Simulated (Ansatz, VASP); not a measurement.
SiC: VASP beside Ansatz

INCAR

```
ALGO = Normal
EDIFF = 1E-8
ENCUT = 520
GGA = PE
ISIF = 2
ISMEAR = -1
LASPH = T
LCHARG = F
LEFG = T
LREAL = F
LWAVE = F
NBANDS = 11
NELM = 100
PREC = Accurate
SIGMA = 0.08
```

Contents of KPOINTS:

```
k-points
0
Gamma
  16 16 16
```

The input POSCAR:

```
SiC
1.0
    0.0000000000      2.1455490268      2.1455490268
    2.1455490268      0.0000000000      2.1455490268
    2.1455490268      2.1455490268      0.0000000000
Si C
1 1
Direct
    0.0000000000      0.0000000000      0.0000000000
    0.2500000000      0.2500000000      0.2500000000
```

Input for Ansatz:

```yaml
crystal:
  lattice:
    - [0.0, 2.1455490268, 2.1455490268]
    - [2.1455490268, 0.0, 2.1455490268]
    - [2.1455490268, 2.1455490268, 0.0]
  atoms:
    - { symbol: Si, position: [0.0, 0.0, 0.0] }
    - { symbol: C, position: [0.25, 0.25, 0.25] }
kpoints:
  mp_grid: { grid: [16, 16, 16] }
scf:
  occupations: { method: fermi_dirac, width: 0.08 }
hamiltonian:
  xc: pbe
  pseudopotentials: { kind: all_electron, datasets: crystal }
output:
  forces: true
  stress: true
  eigenvalues: true
  efg: { contact_densities: true }
```

Change from the starting cell: volume scaled by 0.9405, crystal datasets.

Alike in both runs: task electric field gradients; functional PBE; k mesh 16 × 16 × 16; occupations fermi-dirac, width 0.08 eV; no spin polarisation.

```csv
,VASP,Ansatz
version,VASP 6.6.1,Ansatz 0.2.0
potentials or method,"VASP PAW PBE potentials, release 64 (Si, C), cutoff 520 eV","all-electron PAW with datasets made for the crystal, scalar-relativistic"
```

```csv
,VASP,Ansatz,Ansatz less VASP
pressure (GPa),14.6,14.7,+0.07
```

Ansatz ran all-electron here, and VASP with PAW potentials.
